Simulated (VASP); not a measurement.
Wanted: the native input for a VASP 6.6.1 run.

```yaml
Task: single point
Functional: PBE
Potentials_or_basis: VASP PAW PBE potentials, release 64 (Sc_sv, Ga_d, Sb, As)
Cutoff: 520 eV
k_mesh: 8 × 8 × 6
Occupations: gaussian, width 0.1 eV
Spin: no spin polarisation
Dipole_correction: no
Further_INCAR_settings: ALGO = Normal; EDIFF = 1e-07; NBANDS = 34
```

The structure of Sc2GaSbAs2 lies in POSCAR:

```
Sc2GaSbAs2
1.0
    4.7269440379      0.0000000000      0.0000000000
    0.0000000000      4.7269440379      0.0000000000
    0.0000000000      0.0000000000      6.1156246381
Sc Ga Sb As
2 1 1 2
Direct
    0.5000000000      0.0000000000      0.9987070895
    0.0000000000      0.5000000000      0.9987070895
    0.0000000000      0.0000000000      0.6823823838
    0.5000000000      0.5000000000      0.3016713587
    0.5000000000      0.5000000000      0.7535261206
    0.0000000000      0.0000000000      0.2650060077
```

The cell was generated, and may not be a known phase.

One way to write it, as run:

INCAR

```
PREC = Accurate
ENCUT = 520
EDIFF = 1E-7
ISMEAR = 0
SIGMA = 0.1
LREAL = False
LASPH = True
NELM = 80
ALGO = Normal
ISIF = 2
LWAVE = False
LCHARG = False
GGA = PE
NBANDS = 34
```

KPOINTS

```
regular mesh
0
Gamma
  8 8 6
```

Potentials or basis: VASP PAW PBE potentials, release 64 (Sc_sv, Ga_d, Sb, As).

Command:

```sh
$ cat potpaw_PBE.64/Sc_sv/POTCAR potpaw_PBE.64/Ga_d/POTCAR potpaw_PBE.64/Sb/POTCAR potpaw_PBE.64/As/POTCAR > POTCAR
$ mpirun -np 1 vasp_std > vasp.out
```

It gave:

| Item | Value |
| --- | --- |
| Pressure | 0.1 GPa |
| Largest force | 0.015 eV/Å |
| Band gap on the k mesh | zero (bands 25 and 26 overlap by 1.29 eV) |

Caveat: spin-orbit coupling is left out, which moves the levels of the heavy elements.

Run time: 7.9 min on 1 thread of Intel Xeon 8259CL, on a shared host, peak memory 0.45 GiB.
